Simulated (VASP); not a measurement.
## Al: single point with r2SCAN

Crystal: Al.

```xyz
1
Lattice="0.0000 1.9970 1.9970 1.9970 0.0000 1.9970 1.9970 1.9970 0.0000" Properties=species:S:1:pos:R:3 pbc="T T T"
Al    0.0000    0.0000    0.0000
```

* Program: VASP 6.6.1
* Task: single point
* Functional: r2SCAN
* Potentials or basis: VASP PAW PBE potentials, release 64 (Al)
* Cutoff: 520 eV
* k mesh: 26 × 26 × 26
* Occupations: fermi-dirac, width 0.1 eV
* Spin: no spin polarisation

| Item | Value |
| --- | --- |
| Pressure | -0.3 GPa |

Levels at points of the mesh, in eV from the Fermi level:
| k point | band 1 | band 2 | band 3 | band 4 | band 5 |
| --- | --- | --- | --- | --- | --- |
| (0.00, 0.00, 0.00) | -12.11 | 13.51 | 13.51 | 13.51 | 15.70 |
| (0.50, 0.00, 0.00) | -5.16 | -4.60 | 12.23 | 12.23 | 12.70 |
| (0.50, 0.50, 0.00) | -3.26 | -1.68 | 5.46 | 6.16 | 6.16 |

Run time: 120 s on 1 thread of Intel(R) Xeon(R) Platinum 8488C (Sapphire Rapids) (shared host), peak memory 0.17 GiB.

Caveat: the PAW data sets were made with another functional, which shifts forces and pressure a little.
